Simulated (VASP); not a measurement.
Write the native input for VASP 6.6.1 that does the following.

```
Task                   : single point
Functional             : LDA
Potentials or basis    : VASP PAW LDA potentials, release 64 (Ni_sv_GW, Hg_sv_GW)
Cutoff                 : 590 eV
k mesh                 : 8 × 8 × 8
Occupations            : gaussian, width 0.1 eV
Spin                   : no spin polarisation
Dipole correction      : no
Further INCAR settings : ALGO = Normal; EDIFF = 1e-06; NBANDS = 57
```

The structure of NiHg4 lies in POSCAR:

```
NiHg4
1.0
   -2.9670422198      2.9670422198      2.9670422198
    2.9670422198     -2.9670422198      2.9670422198
    2.9670422198      2.9670422198     -2.9670422198
Ni Hg
1 4
Direct
    0.0000000000      0.0000000000      0.0000000000
    0.0000000000      0.0000000000      0.5000000000
    0.5000000000      0.0000000000      0.0000000000
    0.5000000000      0.5000000000      0.5000000000
    0.0000000000      0.5000000000      0.0000000000
```

One way to write it, as run:

INCAR

```
PREC     = Accurate       # precision mode
ENCUT    = 590            # plane-wave cutoff, eV
EDIFF    = 1E-6           # SCF threshold, eV
ISMEAR   = 0              # smearing method
SIGMA    = 0.1            # smearing width, eV
LREAL    = False          # projectors in reciprocal space
LASPH    = True           # aspherical terms in the spheres
NELM     = 120            # most SCF steps
ALGO     = Normal         # electronic algorithm
ISIF     = 2              # what is computed and relaxed
LWAVE    = False          # write WAVECAR
LCHARG   = False          # write CHGCAR
NBANDS   = 57             # bands
GGA_COMPAT= False
```

KPOINTS

```
regular mesh
0
Gamma
  8 8 8
```

Potentials or basis: VASP PAW LDA potentials, release 64 (Ni_sv_GW, Hg_sv_GW).

The run is started by

```bash
$ cat potpaw_LDA.64/Ni_sv_GW/POTCAR potpaw_LDA.64/Hg_sv_GW/POTCAR > POTCAR
$ mpirun -np 1 vasp_std > vasp.out
```

Results of the run:

The pressure is 0.0 GPa and the band gap on the k mesh is zero (bands 49 and 50 overlap by 0.81 eV).

Caveat: spin-orbit coupling is left out, which moves the levels of the heavy elements.

Wall time 4.9 min on 1 thread of Intel(R) Xeon(R) Platinum 8488C (Sapphire Rapids) (shared host), peak memory 0.35 GiB.
